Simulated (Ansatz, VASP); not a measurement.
Given: the input of a run of Ansatz 0.2.0 on Co.

input.yaml

```yaml
crystal:
  lattice:
    - [2.4705617809, 0.0, 0.0]
    - [-1.2352808905, 2.1395692639, 0.0]
    - [0.0, 0.0, 8.0882338]
  atoms:
    - { symbol: Co, position: [0.6666666667, 0.3333333333, 0.75], spin: 0.5 }
    - { symbol: Co, position: [0.0, 0.0, 0.5], spin: 0.5 }
    - { symbol: Co, position: [0.3333333333, 0.6666666667, 0.25], spin: 0.5 }
    - { symbol: Co, position: [0.0, 0.0, 0.0], spin: 0.5 }
hamiltonian:
  xc: pbe
  pseudopotentials: { kind: paw }
magnetization:
  spin_polarized: true
  initial_magnetization: 2.0
  spin_locking: { lock_magnetization: hard }
kpoints:
  mp_grid: { grid: [10, 10, 3] }
scf:
  occupations: { method: fermi_dirac, width: 0.05 }
  lower_state_search: "off"
output:
  forces: true
  stress: true
  eigenvalues: true
```

Potentials or basis: Ansatz PAW.

The run is started by

```bash
$ ansatz run input.yaml --threads 2 --pin off --max-ram 5632MiB --backend cpu --events-out ev --progress --plain --runs-dir out
```

Translate it to VASP 6.6.1. Potentials there: VASP PAW PBE potentials, release 64 (Co_sv).

As run (the cutoff follows the program's own potentials):

File INCAR:

```
ALGO = Normal
EDIFF = 1E-6
ENCUT = 600
GGA = PE
GGA_COMPAT = F
ISIF = 2
ISMEAR = -1
ISPIN = 2
LASPH = T
LCHARG = F
LMAXMIX = 4
LORBIT = 11
LREAL = F
LWAVE = F
MAGMOM = 0.5 0.5 0.5 0.5
NBANDS = 46
NELM = 200
NUPDOWN = 2.0
PREC = Accurate
SIGMA = 0.05
```

File KPOINTS:

```
k-points
0
Gamma
  10 10 3
```

The input POSCAR:

```
Co
1.0
    2.4705617809      0.0000000000      0.0000000000
   -1.2352808905      2.1395692639      0.0000000000
    0.0000000000      0.0000000000      8.0882338000
Co
4
Direct
    0.6666666667      0.3333333333      0.7500000000
    0.0000000000      0.0000000000      0.5000000000
    0.3333333333      0.6666666667      0.2500000000
    0.0000000000      0.0000000000      0.0000000000
```

Potentials or basis: VASP PAW PBE potentials, release 64 (Co_sv).

Run with:

```sh
$ cat potpaw_PBE.64/Co_sv/POTCAR > POTCAR
$ mpirun -np 1 vasp_std > vasp.out
```

Both were run:

|  | VASP | Ansatz | Ansatz less VASP |
| --- | --- | --- | --- |
| pressure (GPa) | -9.8 | -6.1 | +3.70 |
| traceless stress, the component that is largest in VASP (GPa) | -1.21 | -1.18 | +0.027 |
| net moment per atom (μB) | 0.50 | 0.50 | 0.000 |
| size of the moment on the site where the two differ most (μB) | 0.09 | 0.09 | -0.006 |

Site moments also hang on the region over which each program counts them.
